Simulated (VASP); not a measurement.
Write the native input for VASP 6.6.1 that does the following.

```
Task                   : single point
Functional             : PBE
Potentials or basis    : VASP PAW PBE potentials, release 64 (Be, Te, Br)
Cutoff                 : 520 eV
k mesh                 : 4 × 4 × 4
Occupations            : gaussian, width 0.1 eV
Spin                   : no spin polarisation
Dipole correction      : no
Further INCAR settings : ALGO = Normal; EDIFF = 1e-07; NBANDS = 32
```

The structure of BeTe6Br lies in POSCAR:

```
BeTe6Br
1.0
    0.0000000000      5.3089469700      5.3089469700
    5.3089469700      0.0000000000      5.3089469700
    5.3089469700      5.3089469700      0.0000000000
Be Te Br
1 6 1
Direct
    0.5000000000      0.5000000000      0.5000000000
    0.5000000000      0.0000000000      0.0000000000
    0.0000000000      0.5000000000      0.5000000000
    0.0000000000      0.5000000000      0.0000000000
    0.5000000000      0.0000000000      0.5000000000
    0.0000000000      0.0000000000      0.5000000000
    0.5000000000      0.5000000000      0.0000000000
    0.0000000000      0.0000000000      0.0000000000
```

The cell was generated, and may not be a known phase.

These files were run (other wordings do the same):

INCAR

```
PREC     = Accurate       # precision mode
ENCUT    = 520            # plane-wave cutoff, eV
EDIFF    = 1E-7           # SCF threshold, eV
ISMEAR   = 0              # smearing method
SIGMA    = 0.1            # smearing width, eV
LREAL    = False          # projectors in reciprocal space
LASPH    = True           # aspherical terms in the spheres
NELM     = 60             # most SCF steps
ALGO     = Normal         # electronic algorithm
ISIF     = 2              # what is computed and relaxed
LWAVE    = False          # write WAVECAR
LCHARG   = False          # write CHGCAR
GGA      = PE             # functional
NBANDS   = 32             # bands
```

KPOINTS

```
regular mesh
0
Gamma
  4 4 4
```

Potentials or basis: VASP PAW PBE potentials, release 64 (Be, Te, Br).

Launch:

```sh
$ cat potpaw_PBE.64/Be/POTCAR potpaw_PBE.64/Te/POTCAR potpaw_PBE.64/Br/POTCAR > POTCAR
$ mpirun -np 1 vasp_std > vasp.out
```

Results of the run:

```json
{
  "Pressure": "-7.6 GPa",
  "Band gap on the k mesh": "zero (an odd number of electrons rules out a gap without spin polarisation)"
}
```

Caveat: the cell stands under tension; spin-orbit coupling is left out, which moves the levels of the heavy elements; an odd number of electrons without spin polarisation forces a metal; a magnetic or distorted state may lie lower.

It took 4 min on 1 thread of AMD EPYC 7R13, on a shared host, peak memory 0.43 GiB.
